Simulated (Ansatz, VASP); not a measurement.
# Zr3O in VASP and in Ansatz

```
Zr O
1.0
     5.52500    0.00000    0.00000
    -2.76250    4.78479    0.00000
     0.00000    0.00000    5.26698
Zr O
6 2
Direct
  0.32604 0.00000 0.00000
  0.32604 0.32604 0.50000
  0.00000 0.32604 0.00000
  0.67396 0.00000 0.50000
  0.67396 0.67396 0.00000
  0.00000 0.67396 0.50000
  0.33333 0.66667 0.25000
  0.66667 0.33333 0.75000
```

Alike in both runs: task single point; functional PBEsol; k mesh 9 × 9 × 8; occupations gaussian, width 0.15 eV; no spin polarisation.

|  | VASP | Ansatz |
| --- | --- | --- |
| version | VASP 6.6.1 | Ansatz 0.2.0 |
| potentials or method | VASP PAW PBE potentials, release 64 (Zr_sv, O), cutoff 520 eV | scalar-relativistic, plane waves, PAW |
| valence electrons in the cell | 84 | 84 |

```tsv
	VASP	Ansatz	Ansatz less VASP
gap on the k mesh at the Fermi level (eV)	none	none	-
pressure (GPa)	-1.1	-1.2	-0.12
traceless stress, the component that is largest in VASP (GPa)	-2.25	-2.25	-0.007
rms of the force components (eV/Å)	0.583	0.588	+0.0050
```

VASP's potentials were made for PBE, not for PBEsol, and Ansatz warns of the same on its side. Atom by atom the forces differ by 0.005 eV/Å (rms over components). A gap of «none» marks a metal or a gap that the smearing closes.
